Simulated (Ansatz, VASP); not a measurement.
# TiH in VASP and in Ansatz

File POSCAR:

```
TiH
1.0
    0.0000000000      2.1941820810      2.0896972200
    2.1941820810      0.0000000000      2.0896972200
    2.1941820810      2.1941820810      0.0000000000
Ti H
1 1
Direct
    0.0000000000      0.0000000000      0.0000000000
    0.5000000000      0.5000000000      0.5000000000
```

Contents of INCAR.step1:

```
SYSTEM = TiH
PREC = Accurate ; ENCUT = 520
ISMEAR = 0 ; SIGMA = 0.15
LREAL = .False. ; LASPH = .True.
NELM = 100 ; NBANDS = 14
GGA = PE ; ALGO = Normal
EDIFF = 1E-4 ; LWAVE = .True.
LCHARG = .False.
```

File INCAR.step2:

```
SYSTEM = TiH
PREC = Accurate ; ENCUT = 520
EDIFF = 1E-6 ; ISMEAR = 0
SIGMA = 0.15 ; LREAL = .False.
LASPH = .True. ; NELM = 100
ALGO = Normal ; ISIF = 2
LWAVE = .False. ; LCHARG = .False.
METAGGA = R2SCAN ; LMIXTAU = .True.
NBANDS = 14 ; ISTART = 1
```

KPOINTS

```
regular mesh
0
Gamma
  20 20 20
  0 0 0
```

Input for Ansatz:

```yaml
crystal:
  lattice:
    - [0.0, 2.194182081, 2.08969722]
    - [2.194182081, 0.0, 2.08969722]
    - [2.194182081, 2.194182081, 0.0]
  atoms:
    - { symbol: Ti, position: [0.0, 0.0, 0.0] }
    - { symbol: H, position: [0.5, 0.5, 0.5] }
basis:
  ecutwfc: 500
kpoints:
  mp_grid: { grid: [20, 20, 20] }
hamiltonian:
  xc: r2scan
scf:
  occupations: { method: gaussian, width: 0.15 }
output:
  forces: true
  stress: true
  eigenvalues: true
```

Change from the starting cell: strain +0.050 along x and y, +0.000 along z, atoms carried along.

Alike in both runs: task single point; functional r2SCAN; k mesh 20 × 20 × 20; occupations gaussian, width 0.15 eV; no spin polarisation.

|  | VASP | Ansatz |
| --- | --- | --- |
| version | VASP 6.6.1 | Ansatz 0.2.0 |
| potentials or method | VASP PAW PBE potentials, release 64 (Ti_sv, H), cutoff 520 eV | scalar-relativistic, plane waves, PAW |
| valence electrons in the cell | 13 | 13 |

```csv
,VASP,Ansatz,Ansatz less VASP
gap on the k mesh at the Fermi level (eV),none,none,-
pressure (GPa),-11.9,-12.4,-0.41
"traceless stress, the component that is largest in VASP (GPa)",0.30,0.24,-0.058
```

VASP's potentials were made for PBE, not for r2SCAN. A gap of «none» marks a metal or a gap that the smearing closes.
